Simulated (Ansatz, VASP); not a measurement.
# BiTe in VASP and in Ansatz

```xyz
2
Lattice="-0.0975 3.2512 3.2512 3.2512 -0.0975 3.2512 3.1537 3.1537 0.0000" Properties=species:S:1:pos:R:3 pbc="T T T"
Bi    0.0000    0.0000    0.0000
Te    3.1537    3.1537    3.2512
```

Change from the starting cell: strain -0.0600 x Voigt [0, 0, 0, 0, 0, 1], atoms carried along.

Alike in both runs: task single point; functional PBE; k mesh 16 × 16 × 16; occupations gaussian, width 0.15 eV; no spin polarisation.

|  | VASP | Ansatz |
| --- | --- | --- |
| version | VASP 6.6.1 | Ansatz 0.2.0 |
| potentials or method | VASP PAW PBE potentials, release 64 (Bi_d, Te), cutoff 520 eV | scalar-relativistic, plane waves, PAW |
| valence electrons in the cell | 21 | 31 |

VASP gave:

```
gap on the k mesh at the Fermi level (eV) : none
pressure (GPa)                            : -0.1
```

Question: Estimate Ansatz's values.

Answer: gap on the k mesh at the Fermi level (eV): none; pressure (GPa): 0.0.

A gap of «none» marks a metal or a gap that the smearing closes. With one functional, cell and mesh, what is left measures potentials, basis and numerics. VASP's potentials hold 21 valence electrons a cell and Ansatz's 31, so a difference there can come from the potentials and not from the codes.

Neither program's run includes spin-orbit coupling.
